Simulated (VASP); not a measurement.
# Ta (C2/m) in VASP: further runs

Ta is run at these levels: PBEsol; tasks: single point.

Everything below comes from runs of VASP 6.6.1. Logs are shortened: lines on timing, memory, paths and dates and some standing lists are left out, and cuts for length are marked.

## Step 1: The cell of the first run

It takes space group C2/m (No. 12, monoclinic). Conventional cell: a = 5.024 Å, b = 2.900 Å, c = 5.166 Å, α = 90.00°, β = 90.00°, γ = 90.00°. Within 3.6 Å of Ta (site symmetry m) lie 12 Ta at 2.58 to 3.53 Å.

## Step 2: Single point, PBEsol (atom 1 (Ta) moved by (-0.225, -0.450) A along y and z)

INCAR

```
ALGO     = Fast           # electronic algorithm
EDIFF    = 1E-6           # SCF threshold, eV
ENCUT    = 520            # plane-wave cutoff, eV
GGA      = PS             # functional
ISIF     = 2              # what is computed and relaxed
ISMEAR   = 0              # smearing method
LASPH    = True           # aspherical terms in the spheres
LCHARG   = True           # write CHGCAR
LELF     = True           # ELF
LREAL    = False          # projectors in reciprocal space
LVHAR    = True         
LWAVE    = False          # write WAVECAR
NBANDS   = 18             # bands
NELM     = 60             # most SCF steps
PREC     = Accurate       # precision mode
SIGMA    = 0.15           # smearing width, eV
```

KPOINTS

```
k-points
0
Gamma
  18 18 10
```

POSCAR

```
Ta
1.0
    2.9003720726      0.0000000000      0.0000000000
   -1.4501860363      2.5117958953      0.0000000000
    0.0000000000      0.0000000000      5.1662740000
Ta
2
Direct
    0.6218779957      0.2437559913      0.6628966059
    0.3333333333      0.6666666667      0.2500000000
```

Potentials or basis: VASP PAW PBE potentials, release 64 (Ta_pv).

Command:

```bash
cat potpaw_PBE.64/Ta_pv/POTCAR > POTCAR
mpirun -np 1 vasp_std > vasp.out
```

OUTCAR:

```text
EDIFF = 1E-6
   ENCUT = 520
   GGA = PS
   ISIF = 2
   ISMEAR = 0
   LASPH = True
   LREAL = False
   NELM = 60
   PREC = Accurate

 ion  position               nearest neighbor table
   1  0.622  0.244  0.663-   2 2.58   2 2.79   2 2.79   2 3.36   2 3.53   2 3.53
   2  0.333  0.667  0.250-   1 2.58   1 2.79   1 2.79   1 3.36   1 3.53   1 3.53

  LATTYP: Found a hexagonal cell.
 ALAT       =     2.9003720726
 C/A-ratio  =     1.7812452577

  Lattice vectors:

 A1 = (   2.9003720726,   0.0000000000,   0.0000000000)
 A2 = (  -1.4501860363,   2.5117958953,   0.0000000000)
 A3 = (   0.0000000000,   0.0000000000,   5.1662740000)

Analysis of symmetry for initial positions (statically):
=====================================================================
 Subroutine PRICEL returns:
 Original cell was already a primitive cell.

 Routine SETGRP: Setting up the symmetry group for a
 hexagonal supercell.

 Subroutine GETGRP returns: Found  4 space group operations
 (whereof  2 operations were pure point group operations)
 out of a pool of 24 trial point group operations.

The static configuration has the point symmetry C_1h.
 The point group associated with its full space group is C_2h.

Analysis of symmetry for dynamics (positions and initial velocities):
=====================================================================
 Subroutine PRICEL returns:
 Original cell was already a primitive cell.

 Routine SETGRP: Setting up the symmetry group for a
 hexagonal supercell.

 Subroutine GETGRP returns: Found  4 space group operations
 (whereof  2 operations were pure point group operations)
 out of a pool of 24 trial point group operations.

The dynamic configuration has the point symmetry C_1h.
 The point group associated with its full space group is C_2h.

 Subroutine INISYM returns: Found  4 space group operations
 (whereof  2 operations are pure point group operations),
 and found     1 'primitive' translations

----------------------------------------------------------------------------------------

                                     Primitive cell

  volume of cell :      37.6370

  direct lattice vectors                    reciprocal lattice vectors
     2.900372073  0.000000000  0.000000000     0.344783350  0.199060760  0.000000000
    -1.450186036  2.511795895  0.000000000     0.000000000  0.398121520  0.000000000
     0.000000000  0.000000000  5.166274000     0.000000000  0.000000000  0.193563098

  length of vectors
     2.900372073  2.900372073  5.166274000     0.398121520  0.398121520  0.193563098

  position of ions in fractional coordinates (direct lattice)
     0.621877996  0.243755991  0.662896606
     0.333333333  0.666666667  0.250000000

  ion indices of the primitive-cell ions
   primitive index   ion index
                 1           1
                 2           2

----------------------------------------------------------------------------------------

 KPOINTS: k-points

Automatic generation of k-mesh.
 Grid dimensions read from file:
 generate k-points for:   18   18   10

 Generating k-lattice:

  Cartesian coordinates                     Fractional coordinates (reciprocal lattice)
     0.019154631  0.011058931  0.000000000     0.055555556  0.000000000  0.000000000
     0.000000000  0.022117862  0.000000000     0.000000000  0.055555556  0.000000000
     0.000000000  0.000000000  0.019356310     0.000000000  0.000000000  0.100000000

  Length of vectors
     0.022117862  0.022117862  0.019356310

  Shift w.r.t. Gamma in fractional coordinates (k-lattice)
     0.000000000  0.000000000  0.000000000

 Subroutine IBZKPT returns following result:
 ===========================================

 Found    866 irreducible k-points:

 Following reciprocal coordinates:
            Coordinates               Weight
  0.000000  0.000000  0.000000      1.000000
  0.055556  0.000000  0.000000      4.000000
  0.000000  0.055556  0.000000      2.000000
  0.111111  0.000000  0.000000      4.000000
  0.000000  0.111111  0.000000      2.000000
  0.166667  0.000000  0.000000      4.000000
[... 16 lines left out ...]
 -0.055556  0.166667  0.000000      4.000000
 -0.166667  0.111111  0.000000      4.000000
 [... further k-points ...]
   k-points           NKPTS =    866   k-points in BZ     NKDIM =    866   number of bands    NBANDS=     18
   number of dos      NEDOS =    301   number of ions     NIONS =      2
   total plane-waves  NPLWV =  23040
   dimension x,y,z NGX =    24 NGY =   24 NGZ =   40
   dimension x,y,z NGXF=    48 NGYF=   48 NGZF=   80
   ions per type =               2
   NGX,Y,Z   is equivalent  to a cutoff of  13.76, 13.76, 12.87 a.u.
   NGXF,Y,Z  is equivalent  to a cutoff of  27.51, 27.51, 25.74 a.u.
 SYSTEM =  unknown system
   PREC   = accura    normal or accurate (medium, high low for compatibility)
   ISTART =      0    job   : 0-new  1-cont  2-samecut
   ICHARG =      2    charge: 1-file 2-atom 10-const
   ISPIN  =      1    spin polarized calculation?
   LNONCOLLINEAR =      F non collinear calculations
   LSORBIT =      F    spin-orbit coupling
   LASPH  =      T    aspherical Exc in radial PAW
   ENCUT  =  520.0 eV  38.22 Ry    6.18 a.u.   5.39  5.39  9.61*2*pi/ulx,y,z
   NELM   =     60;   NELMIN=  2; NELMDL= -5     # of ELM steps
   EDIFF  = 0.1E-05   stopping-criterion for ELM
   LREAL  =      F    real-space projection
   EDIFFG = 0.1E-04   stopping-criterion for IOM
   NSW    =      0    number of steps for IOM
   IBRION =     -1    ionic relax: 0-MD 1-quasi-New 2-CG
   NFREE  =      0    steps in history (QN), initial steepest desc. (CG)
   ISIF   =      2    stress and relaxation
   ISYM   =      2    0-nonsym 1-usesym 2-fastsym
   POTIM  = 0.5000    time-step for ionic-motion
   TEBEG  =    0.0;   TEEND  =   0.0 temperature during run
   PSTRESS=    0.0 pullay stress
   NELECT =      22.0000    total number of electrons
   NUPDOWN=      -1.0000    fix difference up-down
   EMIN   =  10.00;   EMAX   =-10.00  energy-range for DOS
   EFERMI =   0.00;   METHOD = LEGACY
   ISMEAR =     0;   SIGMA  =   0.15  broadening in eV -4-tet -1-fermi 0-gaus
   EFERMI_NEDOS =   21; number of points for ismear=-14 and -15
   IALGO  =     68    algorithm
   IMIX   =      4    mixing-type and parameters
     AMIX     =   0.40;   BMIX     =  1.00
     AMIX_MAG =   1.60;   BMIX_MAG =  1.00
  volume/ion in A,a.u.               =      18.82       126.99
  Fermi-wavevector in a.u.,A,eV,Ry     =   1.368812  2.586680 25.492516  1.873647
  Thomas-Fermi vector in A             =   2.494743
   LORBIT       =      0    0 simple, 1 ext, 2 COOP (PROOUT), +10 PAW based schemes
   GGA     = PS    functional components
   LHFCALC =     F    Hartree Fock is set to
   AEXX    =    0.0000 exact exchange contribution
   IVDW    =     0    specifies the selected vdW correction
   LEPSILON=     F    determine dielectric tensor
   LRPA    =     F    only Hartree local field effects (RPA)
 non-spin polarized calculation
 RMM-DIIS sequential band-by-band and
 Gauss-broadening in eV      SIGMA  =   0.15
  energy-cutoff  :      520.00
  volume of cell :       37.64
 maximum number of plane-waves:      1039
 NGX is ok and might be reduce to    24
   NGX = 11   NGY = 11   NGZ = 19

 number of electron      22.0000003 magnetization

 Free energy of the ion-electron system (eV)
  ---------------------------------------------------
  ext. energy  EPLUGINS =         0.00000000
  ---------------------------------------------------
  free energy    TOTEN  =       -23.54210658 eV

  energy without entropy =      -23.50679944  energy(sigma->0) =      -23.52445301

 E-fermi :   5.4586     XC(G=0): -12.3955

 val. band max:        5.4560625515   @ k =  -0.1667   0.1111   0.3000
 cond. band min:       5.4627729980   @ k =  -0.0556  -0.0000   0.1000
 fundamental gap:      0.0067104465
 Fermi energy:         5.4586038948

 k-point     1 :       0.0000    0.0000    0.0000
  band No.  band energies     occupation
      1     -29.4430      2.00000
      2     -28.2491      2.00000
      3     -28.1644      2.00000
      4     -28.1398      2.00000
      5     -28.0735      2.00000
      6     -27.9370      2.00000
[... 10 lines left out ...]
     17      10.2294      0.00000
     18      11.0998      0.00000

 k-point     2 :       0.0556    0.0000    0.0000
  band No.  band energies     occupation
      1     -29.4341      2.00000
      2     -28.2785      2.00000
      3     -28.2069      2.00000
      4     -28.1163      2.00000
      5     -28.0970      2.00000
      6     -27.9468      2.00000
[... 10 lines left out ...]
     17      10.4721      0.00000
     18      11.3262      0.00000

 k-point     3 :       0.0000    0.0556    0.0000
  band No.  band energies     occupation
      1     -29.4331      2.00000
      2     -28.3062      2.00000
      3     -28.1794      2.00000
      4     -28.1251      2.00000
      5     -28.0735      2.00000
      6     -27.9627      2.00000
[... 10 lines left out ...]
     17      10.3910      0.00000
     18      11.3138      0.00000

 k-point     4 :       0.1111    0.0000    0.0000
  band No.  band energies     occupation
      1     -29.4091      2.00000
      2     -28.3809      2.00000
      3     -28.2508      2.00000
      4     -28.1721      2.00000
      5     -28.1072      2.00000
      6     -27.9672      2.00000
[... 375 lines left out ...]
      4     -28.1947      2.00000
      5     -28.1157      2.00000
      6     -28.0032      2.00000
[... 10 lines left out ...]
     17      10.6278      0.00000
     18      12.5734      0.00000

 k-point    23 :      -0.0556    0.1667    0.0000
  band No.  band energies     occupation
      1     -29.3809      2.00000
      2     -28.5170      2.00000
      3     -28.2761      2.00000
      4     -28.1751      2.00000
      5     -28.1024      2.00000
      6     -28.0311      2.00000
[... 10 lines left out ...]
     17      10.7197      0.00000
     18      12.3454      0.00000

 k-point    24 :      -0.1667    0.1111    0.0000
  band No.  band energies     occupation
      1     -29.3875      2.00000
      2     -28.4382      2.00000
      3     -28.3432      2.00000
      4     -28.2254      2.00000
      5     -28.1113      2.00000
      6     -27.9738      2.00000
[... 10 lines left out ...]
     17      11.4766      0.00000
     18      12.0558      0.00000

 [... further k-points ...]

------------------------ aborting loop because EDIFF is reached ----------------------------------------

  FORCE on cell =-STRESS in cart. coord.  units (eV):
  Direction    XX          YY          ZZ          XY          YZ          ZX
  --------------------------------------------------------------------------------------
  -------------------------------------------------------------------------------------
  Total        0.8187566      3.0359254      1.8490580      0.0000000     -0.5073644      0.0000000
  in kB       34.8537812    129.2367950     78.7128459      0.0000000    -21.5980781      0.0000000
  external PRESSURE =      80.9344740 kB  Pullay stress =       0.0000000 kB

 VOLUME and BASIS-vectors are now :
 -----------------------------------------------------------------------------
  energy-cutoff  :      520.00
  volume of cell :       37.64
      direct lattice vectors                 reciprocal lattice vectors
     2.900372073  0.000000000  0.000000000     0.344783350  0.199060760  0.000000000
    -1.450186036  2.511795895  0.000000000     0.000000000  0.398121520  0.000000000
     0.000000000  0.000000000  5.166274000     0.000000000  0.000000000  0.193563098

 POSITION                                       TOTAL-FORCE (eV/Angst)
 -----------------------------------------------------------------------------------
      1.45019      0.61227      3.42471        -0.000000     -0.111642      3.949741
     -0.00000      1.67453      1.29157         0.000000      0.111642     -3.949741
 -----------------------------------------------------------------------------------
    total drift:                                0.000000      0.000004      0.000002

  FREE ENERGIE OF THE ION-ELECTRON SYSTEM (eV)
  ---------------------------------------------------
  free  energy   TOTEN  =       -23.5421065811 eV

  energy  without entropy=      -23.5067994434  energy(sigma->0) =      -23.52445301
```

Run time: 3.3 min. Hardware: 1 thread of Intel Xeon 6975P-C (Granite Rapids), shared host; peak memory 0.54 GiB.

Results:

```yaml
Free_energy: -23.5421 eV
Pressure: 8.1 GPa
Largest_force: 3.951 eV/Å
Band_gap_on_the_k_mesh: zero (bands 11 and 12 overlap by 1.61 eV)
```

Forces in eV/Å, atoms in the order of the input:
```
Ta   0.000 -0.112  3.950
Ta   0.000  0.112 -3.950
```

Stress tensor (GPa, compression positive):
```
 3.49  0.00  0.00
 0.00 12.92 -2.16
 0.00 -2.16  7.87
```

Levels at points of the mesh, in eV from the Fermi level:
```tsv
k point	band 7	band 8	band 9	band 10	band 11	band 12	band 13	band 14	band 15	band 16
(0.00, 0.00, 0.00)	-8.21	-5.20	-1.22	0.04	0.17	0.40	0.74	1.47	2.52	3.68
(0.50, 0.00, 0.00)	-4.50	-4.37	-3.53	-0.20	0.04	0.21	1.13	5.39	6.27	6.41
(0.00, 0.50, 0.00)	-4.50	-3.98	-2.88	-0.91	-0.59	0.37	0.63	5.61	5.94	6.74
(0.00, 0.00, 0.50)	-6.94	-5.94	-2.49	0.03	0.10	0.16	0.19	1.02	3.13	4.31
(0.50, 0.00, 0.50)	-4.69	-4.35	-3.21	-1.57	0.88	1.48	1.94	3.55	4.36	6.33
(0.00, 0.50, 0.50)	-4.82	-4.53	-3.06	-1.45	1.02	1.72	1.81	3.95	4.46	6.01
```

Caveat: the cell differs from its parent crystal (atom 1 (Ta) moved by (-0.225, -0.450) A along y and z); the stress differs along the axes, from 3 to 13 GPa; the PAW data sets were made with another functional, which shifts forces and pressure a little; spin-orbit coupling is left out, which moves the levels of the heavy elements.

## Step 3: Single point, PBEsol (atom 1 (Ta) moved by (+0.225, -0.450) A along y and z)

INCAR

```
PREC = Accurate ; ENCUT = 520
EDIFF = 1E-7 ; ISMEAR = 0
SIGMA = 0.15 ; LREAL = F
LASPH = T ; NELM = 80
ALGO = Fast ; ISIF = 2
LWAVE = F ; LCHARG = T
GGA = PS ; LELF = T
LVHAR = T ; NBANDS = 18
```

KPOINTS

```
Automatic mesh
0
Gamma
  18 18 10
```

Changes to POSCAR since step 2:

```diff
@@ -8,3 +8,3 @@
 Direct
-    0.6218779957      0.2437559913      0.6628966059
+    0.7114553377      0.4229106754      0.6628966059
     0.3333333333      0.6666666667      0.2500000000
```

Potentials or basis: VASP PAW PBE potentials, release 64 (Ta_pv).

Command:

```bash
cat potpaw_PBE.64/Ta_pv/POTCAR > POTCAR
mpirun -np 1 vasp_std > vasp.out
```

OUTCAR:

```text
PREC = Accurate
   ENCUT = 520
   EDIFF = 1E-7
   ISMEAR = 0
   LREAL = F
   LASPH = T
   NELM = 80
   ISIF = 2
   GGA = PS

 ion  position               nearest neighbor table
   1  0.711  0.423  0.663-   2 2.65   2 2.65   2 2.86   2 3.42   2 3.42   2 3.58
   2  0.333  0.667  0.250-   1 2.65   1 2.65   1 2.86   1 3.42   1 3.42   1 3.58

  LATTYP: Found a hexagonal cell.
 ALAT       =     2.9003720726
 C/A-ratio  =     1.7812452577

  Lattice vectors:

[... 692 lines left out ...]

 [... further k-points ...]

------------------------ aborting loop because EDIFF is reached ----------------------------------------

  FORCE on cell =-STRESS in cart. coord.  units (eV):
  Direction    XX          YY          ZZ          XY          YZ          ZX
  --------------------------------------------------------------------------------------
  -------------------------------------------------------------------------------------
  Total        3.1313768      0.8217490      1.6718195      0.0000000      1.2446537      0.0000000
  in kB      133.3000828     34.9811637     71.1679523      0.0000000     52.9838643      0.0000000
  external PRESSURE =      79.8163996 kB  Pullay stress =       0.0000000 kB

 VOLUME and BASIS-vectors are now :
 -----------------------------------------------------------------------------
  energy-cutoff  :      520.00
  volume of cell :       37.64
      direct lattice vectors                 reciprocal lattice vectors
     2.900372073  0.000000000  0.000000000     0.344783350  0.199060760  0.000000000
    -1.450186036  2.511795895  0.000000000     0.000000000  0.398121520  0.000000000
     0.000000000  0.000000000  5.166274000     0.000000000  0.000000000  0.193563098

 POSITION                                       TOTAL-FORCE (eV/Angst)
 -----------------------------------------------------------------------------------
      1.45019      1.06227      3.42471         0.000000      0.741881      3.849956
     -0.00000      1.67453      1.29157         0.000000     -0.741881     -3.849956
 -----------------------------------------------------------------------------------
    total drift:                                0.000000     -0.000004      0.000002

  FREE ENERGIE OF THE ION-ELECTRON SYSTEM (eV)
  ---------------------------------------------------
  free  energy   TOTEN  =       -23.5944122534 eV

  energy  without entropy=      -23.5586269270  energy(sigma->0) =      -23.57651959
```

stdout:

```text
POSCAR found type information on POSCAR Ta
 POSCAR found :  1 types and       2 ions
 scaLAPACK will be used
 -----------------------------------------------------------------------------
|                                                                             |
|                                                                             |
|     You enforced a specific xc type in the INCAR file but a different       |
|     I HOPE YOU KNOW WHAT YOU ARE DOING!                                     |
|                                                                             |
 -----------------------------------------------------------------------------

 LDA part: xc-table for (Slater+PW92), standard interpolation
 POSCAR, INCAR and KPOINTS ok, starting setup
 FFT: planning ... GRIDC
 FFT: planning ... GRID_SOFT
 FFT: planning ... GRID
 WAVECAR not read
 entering main loop
WARNING in EDDRMM: call to ZHEGV failed, returncode =   8  4     18
WARNING in EDDRMM: call to ZHEGV failed, returncode =   8  4     18
```

It took 4.2 min on 1 thread of Intel Xeon 6975P-C (Granite Rapids), shared host; peak memory 0.54 GiB.

What came out:

| Item | Value |
| --- | --- |
| Free energy | -23.5944 eV |
| Pressure | 8.0 GPa |
| Largest force | 3.921 eV/Å |
| Band gap on the k mesh | zero (bands 11 and 12 overlap by 1.87 eV) |

Forces on the atoms (eV/Å):
```
Ta   0.000  0.742  3.850
Ta   0.000 -0.742 -3.850
```

Levels at points of the mesh, in eV from the Fermi level:
```
           k point  band 8  band 9  band 10  band 11  band 12  band 13  band 14  band 15
(0.00, 0.00, 0.00)   -5.20   -1.19    -0.01     0.25     0.48     0.70     1.46     2.55
(0.50, 0.00, 0.00)   -4.11   -3.09    -0.56    -0.44     0.16     0.97     5.31     6.06
(0.00, 0.50, 0.00)   -4.47   -3.72    -0.07     0.07     0.58     1.19     5.79     6.37
(0.00, 0.00, 0.50)   -5.92   -2.48     0.03     0.05     0.15     0.51     0.88     3.17
(0.50, 0.00, 0.50)   -4.47   -3.07    -1.58     1.15     1.77     1.83     3.69     4.48
(0.00, 0.50, 0.50)   -4.24   -3.27    -1.44     0.74     1.31     1.77     3.77     4.12
```

Caveat: the cell differs from its parent crystal (atom 1 (Ta) moved by (+0.225, -0.450) A along y and z); the stress differs along the axes, from 3 to 13 GPa; the PAW data sets were made with another functional, which shifts forces and pressure a little; spin-orbit coupling is left out, which moves the levels of the heavy elements.

(Continued in part 2 of 2.)
